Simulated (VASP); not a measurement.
# MgS (Fm-3m) in VASP: further runs

The runs below take MgS through single point, with revPBE, BLYP+D3(BJ).

Program: VASP 6.6.1. These are calculated values, not measurements. Logs are shortened: lines on timing, memory, paths and dates and some standing lists are left out, and cuts for length are marked.

## (1) The cell of the first run

The structure is cubic, space group Fm-3m (No. 225). Conventional cell: a = 5.270 Å, b = 5.270 Å, c = 5.270 Å, α = 90.00°, β = 90.00°, γ = 90.00°. Within 3.5 Å of Mg (site symmetry m-3m) lie 6 S at 2.64 Å. Within 3.5 Å of S (site symmetry m-3m) lie 6 Mg at 2.64 Å.

## (2) Single point, revPBE (18.30 Å³/atom)

File INCAR:

```
SYSTEM = MgS
PREC = Accurate
ENCUT = 600
EDIFF = 1E-6
ISMEAR = 0
SIGMA = 0.05
LREAL = .FALSE.
LASPH = .TRUE.
NELM = 120
ALGO = Normal
ISIF = 2
LWAVE = .FALSE.
LCHARG = .TRUE.
GGA = RE
LELF = .TRUE.
LVHAR = .TRUE.
NBANDS = 11
GGA_COMPAT = .FALSE.
```

File KPOINTS:

```
regular mesh
0
G
  8 8 8
  0 0 0
```

File POSCAR:

```
MgS
1.0
    0.0000000000      2.6351842799      2.6351842799
    2.6351842799      0.0000000000      2.6351842799
    2.6351842799      2.6351842799      0.0000000000
Mg S
1 1
Direct
    0.0000000000      0.0000000000      0.0000000000
    0.5000000000      0.5000000000      0.5000000000
```

Potentials or basis: VASP PAW PBE potentials, release 64 (Mg, S).

Run with:

```console
$ cat potpaw_PBE.64/Mg/POTCAR potpaw_PBE.64/S/POTCAR > POTCAR
$ mpirun -np 1 vasp_std > vasp.out
```

OUTCAR:

```text
SYSTEM = MgS
   PREC = Accurate
   ENCUT = 600
   EDIFF = 1E-6
   ISMEAR = 0
   LREAL = .FALSE.
   LASPH = .TRUE.
   NELM = 120
   ISIF = 2
   GGA = RE

 ion  position               nearest neighbor table
   1  0.000  0.000  0.000-   2 2.64   2 2.64   2 2.64   2 2.64   2 2.64   2 2.64
   2  0.500  0.500  0.500-   1 2.64   1 2.64   1 2.64   1 2.64   1 2.64   1 2.64

  LATTYP: Found a face centered cubic cell.
 ALAT       =     5.2703685598

  Lattice vectors:

 A1 = (   0.0000000000,   2.6351842799,   2.6351842799)
 A2 = (   2.6351842799,   0.0000000000,   2.6351842799)
 A3 = (   2.6351842799,   2.6351842799,   0.0000000000)

Analysis of symmetry for initial positions (statically):
=====================================================================
 Subroutine PRICEL returns:
 Original cell was already a primitive cell.

 Routine SETGRP: Setting up the symmetry group for a
 face centered cubic supercell.

 Subroutine GETGRP returns: Found 48 space group operations
 (whereof 48 operations were pure point group operations)
 out of a pool of 48 trial point group operations.

The static configuration has the point symmetry O_h .

Analysis of symmetry for dynamics (positions and initial velocities):
=====================================================================
 Subroutine PRICEL returns:
 Original cell was already a primitive cell.

 Routine SETGRP: Setting up the symmetry group for a
 face centered cubic supercell.

 Subroutine GETGRP returns: Found 48 space group operations
 (whereof 48 operations were pure point group operations)
 out of a pool of 48 trial point group operations.

The dynamic configuration has the point symmetry O_h .

 Subroutine INISYM returns: Found 48 space group operations
 (whereof 48 operations are pure point group operations),
 and found     1 'primitive' translations

----------------------------------------------------------------------------------------

                                     Primitive cell

  volume of cell :      36.5985

  direct lattice vectors                    reciprocal lattice vectors
     0.000000000  2.635184280  2.635184280    -0.189740051  0.189740051  0.189740051
     2.635184280  0.000000000  2.635184280     0.189740051 -0.189740051  0.189740051
     2.635184280  2.635184280  0.000000000     0.189740051  0.189740051 -0.189740051

  length of vectors
     3.726713348  3.726713348  3.726713348     0.328639409  0.328639409  0.328639409

  position of ions in fractional coordinates (direct lattice)
     0.000000000  0.000000000  0.000000000
     0.500000000  0.500000000  0.500000000

  ion indices of the primitive-cell ions
   primitive index   ion index
                 1           1
                 2           2

----------------------------------------------------------------------------------------

 KPOINTS: regular mesh

Automatic generation of k-mesh.
 Grid dimensions read from file:
 generate k-points for:    8    8    8

 Generating k-lattice:

  Cartesian coordinates                     Fractional coordinates (reciprocal lattice)
    -0.023717506  0.023717506  0.023717506     0.125000000  0.000000000  0.000000000
     0.023717506 -0.023717506  0.023717506     0.000000000  0.125000000  0.000000000
     0.023717506  0.023717506 -0.023717506     0.000000000  0.000000000  0.125000000

  Length of vectors
     0.041079926  0.041079926  0.041079926

  Shift w.r.t. Gamma in fractional coordinates (k-lattice)
     0.000000000  0.000000000  0.000000000

 Subroutine IBZKPT returns following result:
 ===========================================

 Found     29 irreducible k-points:

 Following reciprocal coordinates:
            Coordinates               Weight
  0.000000  0.000000  0.000000      1.000000
  0.125000  0.000000  0.000000      8.000000
  0.250000  0.000000  0.000000      8.000000
  0.375000  0.000000  0.000000      8.000000
  0.500000  0.000000  0.000000      4.000000
  0.125000  0.125000  0.000000      6.000000
[... 16 lines left out ...]
  0.500000  0.250000  0.125000     48.000000
 -0.375000  0.250000  0.125000     24.000000
 [... further k-points ...]
   k-points           NKPTS =     29   k-points in BZ     NKDIM =     29   number of bands    NBANDS=     11
   number of dos      NEDOS =    301   number of ions     NIONS =      2
   total plane-waves  NPLWV =  27000
   dimension x,y,z NGX =    30 NGY =   30 NGZ =   30
   dimension x,y,z NGXF=    60 NGYF=   60 NGZF=   60
   ions per type =               1   1
   NGX,Y,Z   is equivalent  to a cutoff of  13.38, 13.38, 13.38 a.u.
   NGXF,Y,Z  is equivalent  to a cutoff of  26.77, 26.77, 26.77 a.u.
 SYSTEM =  MgS
   PREC   = accura    normal or accurate (medium, high low for compatibility)
   ISTART =      0    job   : 0-new  1-cont  2-samecut
   ICHARG =      2    charge: 1-file 2-atom 10-const
   ISPIN  =      1    spin polarized calculation?
   LNONCOLLINEAR =      F non collinear calculations
   LSORBIT =      F    spin-orbit coupling
   LASPH  =      T    aspherical Exc in radial PAW
   ENCUT  =  600.0 eV  44.10 Ry    6.64 a.u.   7.44  7.44  7.44*2*pi/ulx,y,z
   NELM   =    120;   NELMIN=  2; NELMDL= -5     # of ELM steps
   EDIFF  = 0.1E-05   stopping-criterion for ELM
   LREAL  =      F    real-space projection
   EDIFFG = 0.1E-04   stopping-criterion for IOM
   NSW    =      0    number of steps for IOM
   IBRION =     -1    ionic relax: 0-MD 1-quasi-New 2-CG
   NFREE  =      0    steps in history (QN), initial steepest desc. (CG)
   ISIF   =      2    stress and relaxation
   ISYM   =      2    0-nonsym 1-usesym 2-fastsym
   POTIM  = 0.5000    time-step for ionic-motion
   TEBEG  =    0.0;   TEEND  =   0.0 temperature during run
   PSTRESS=    0.0 pullay stress
   NELECT =       8.0000    total number of electrons
   NUPDOWN=      -1.0000    fix difference up-down
   EMIN   =  10.00;   EMAX   =-10.00  energy-range for DOS
   EFERMI =   0.00;   METHOD = LEGACY
   ISMEAR =     0;   SIGMA  =   0.05  broadening in eV -4-tet -1-fermi 0-gaus
   EFERMI_NEDOS =   21; number of points for ismear=-14 and -15
   IALGO  =     38    algorithm
   IMIX   =      4    mixing-type and parameters
     AMIX     =   0.40;   BMIX     =  1.00
     AMIX_MAG =   1.60;   BMIX_MAG =  1.00
  volume/ion in A,a.u.               =      18.30       123.49
  Fermi-wavevector in a.u.,A,eV,Ry     =   0.986167  1.863586 13.232013  0.972526
  Thomas-Fermi vector in A             =   2.117528
   LORBIT       =      0    0 simple, 1 ext, 2 COOP (PROOUT), +10 PAW based schemes
   GGA     = RE    functional components
   LHFCALC =     F    Hartree Fock is set to
   AEXX    =    0.0000 exact exchange contribution
   IVDW    =     0    specifies the selected vdW correction
   LEPSILON=     F    determine dielectric tensor
   LRPA    =     F    only Hartree local field effects (RPA)
 non-spin polarized calculation
 Gauss-broadening in eV      SIGMA  =   0.05
  energy-cutoff  :      600.00
  volume of cell :       36.60
 maximum number of plane-waves:      1243
 NGX is ok and might be reduce to    30
   NGX = 15   NGY = 15   NGZ = 15

 number of electron       7.9999999 magnetization

 Free energy of the ion-electron system (eV)
  ---------------------------------------------------
  ext. energy  EPLUGINS =         0.00000000
  ---------------------------------------------------
  free energy    TOTEN  =        -8.03442729 eV

  energy without entropy =       -8.03442729  energy(sigma->0) =       -8.03442729

 E-fermi :   3.7413     XC(G=0):  -9.4152

 val. band max:        3.4626459171   @ k =   0.0000   0.0000   0.0000
 cond. band min:       6.2733554213   @ k =   0.5000   0.5000   0.0000
 fundamental gap:      2.8107095042
 Fermi energy:         3.7412581573

 k-point     1 :       0.0000    0.0000    0.0000
  band No.  band energies     occupation
      1      -8.9805      2.00000
      2       3.4626      2.00000
      3       3.4626      2.00000
      4       3.4626      2.00000
      5       7.0030      0.00000
      6      11.4679      0.00000
      7      11.4679      0.00000
      8      11.4679      0.00000
      9      13.7813      0.00000
     10      13.7813      0.00000
     11      15.9759      0.00000

 k-point     2 :       0.1250    0.0000    0.0000
  band No.  band energies     occupation
      1      -8.8393      2.00000
      2       2.4561      2.00000
      3       3.3697      2.00000
      4       3.3697      2.00000
      5       7.8044      0.00000
      6      11.1284      0.00000
      7      11.6980      0.00000
      8      11.6980      0.00000
      9      13.1452      0.00000
     10      13.1452      0.00000
     11      16.0069      0.00000

 k-point     3 :       0.2500    0.0000    0.0000
  band No.  band energies     occupation
      1      -8.4598      2.00000
      2       0.7776      2.00000
      3       3.1660      2.00000
      4       3.1660      2.00000
      5       8.3597      0.00000
      6      11.2881      0.00000
      7      11.2881      0.00000
      8      11.6283      0.00000
      9      13.7178      0.00000
     10      13.7178      0.00000
     11      15.2294      0.00000

 k-point     4 :       0.3750    0.0000    0.0000
  band No.  band energies     occupation
      1      -8.0024      2.00000
      2      -0.5882      2.00000
      3       2.9855      2.00000
      4       2.9855      2.00000
      5       8.1510      0.00000
      6      10.6264      0.00000
      7      10.6264      0.00000
      8      12.9510      0.00000
      9      14.9731      0.00000
     10      15.6207      0.00000
     11      15.6207      0.00000

 k-point     5 :       0.5000    0.0000    0.0000
  band No.  band energies     occupation
      1      -7.7786      2.00000
      2      -1.1304      2.00000
      3       2.9162      2.00000
      4       2.9162      2.00000
      5       8.0243      0.00000
      6      10.3828      0.00000
      7      10.3828      0.00000
      8      13.3103      0.00000
      9      15.4953      0.00000
     10      17.6766      0.00000
     11      17.6766      0.00000
[... 211 lines left out ...]
 k-point    21 :       0.5000    0.5000    0.0000
  band No.  band energies     occupation
      1      -7.4373      2.00000
      2      -0.5122      2.00000
      3       1.8734      2.00000
      4       1.8734      2.00000
      5       6.2734      0.00000
      6       8.0149      0.00000
      7      15.1811      0.00000
      8      16.1754      0.00000
      9      16.5660      0.00000
     10      16.5660      0.00000
     11      19.0974      0.00000

 k-point    22 :       0.3750    0.2500    0.1250
  band No.  band energies     occupation
      1      -8.1643      2.00000
      2       0.5244      2.00000
      3       2.1018      2.00000
      4       2.8351      2.00000
      5       9.1756      0.00000
      6      10.0201      0.00000
      7      10.4914      0.00000
      8      12.5567      0.00000
      9      13.5356      0.00000
     10      16.2874      0.00000
     11      18.1622      0.00000

 k-point    23 :       0.5000    0.2500    0.1250
  band No.  band energies     occupation
      1      -7.7800      2.00000
      2      -0.2606      2.00000
      3       1.5913      2.00000
      4       2.5414      2.00000
      5       9.0602      0.00000
      6       9.8338      0.00000
      7      11.2389      0.00000
      8      12.3449      0.00000
      9      14.9864      0.00000
     10      17.5715      0.00000
     11      18.1644      0.00000

 k-point    24 :      -0.3750    0.2500    0.1250
  band No.  band energies     occupation
      1      -7.5986      2.00000
      2      -0.6229      2.00000
      3       1.4534      2.00000
      4       2.3888      2.00000
      5       9.0240      0.00000
      6       9.5512      0.00000
      7      11.8161      0.00000
      8      12.7476      0.00000
      9      15.6159      0.00000
     10      16.5559      0.00000
     11      18.7979      0.00000

 [... further k-points ...]

------------------------ aborting loop because EDIFF is reached ----------------------------------------

  FORCE on cell =-STRESS in cart. coord.  units (eV):
  Direction    XX          YY          ZZ          XY          YZ          ZX
  --------------------------------------------------------------------------------------
  -------------------------------------------------------------------------------------
  Total       -0.0790260     -0.0790260     -0.0790260      0.0000000      0.0000000      0.0000000
  in kB       -3.4595356     -3.4595356     -3.4595356      0.0000000      0.0000000      0.0000000
  external PRESSURE =      -3.4595356 kB  Pullay stress =       0.0000000 kB

 VOLUME and BASIS-vectors are now :
 -----------------------------------------------------------------------------
  energy-cutoff  :      600.00
  volume of cell :       36.60
      direct lattice vectors                 reciprocal lattice vectors
     0.000000000  2.635184280  2.635184280    -0.189740051  0.189740051  0.189740051
     2.635184280  0.000000000  2.635184280     0.189740051 -0.189740051  0.189740051
     2.635184280  2.635184280  0.000000000     0.189740051  0.189740051 -0.189740051

 POSITION                                       TOTAL-FORCE (eV/Angst)
 -----------------------------------------------------------------------------------
      0.00000      0.00000      0.00000        -0.000000      0.000000     -0.000000
      2.63518      2.63518      2.63518         0.000000     -0.000000      0.000000
 -----------------------------------------------------------------------------------
    total drift:                               -0.000000     -0.000000      0.000000

  FREE ENERGIE OF THE ION-ELECTRON SYSTEM (eV)
  ---------------------------------------------------
  free  energy   TOTEN  =        -8.0344272852 eV

  energy  without entropy=       -8.0344272852  energy(sigma->0) =       -8.03442729
```

Run time: 18 s. Hardware: 1 thread of AMD EPYC 7R43 (Zen 3), shared host; peak memory 0.14 GiB.

What came out:

```
Free energy            : -8.0344 eV
Pressure               : -0.3 GPa
Band gap on the k mesh : 2.81 eV (least direct gap 3.54 eV)
```

Caveat: the PAW data sets were made with another functional, which shifts forces and pressure a little. revPBE gaps usually lie below the measured ones, often by a third to a half.

(Continued in part 2 of 2.)
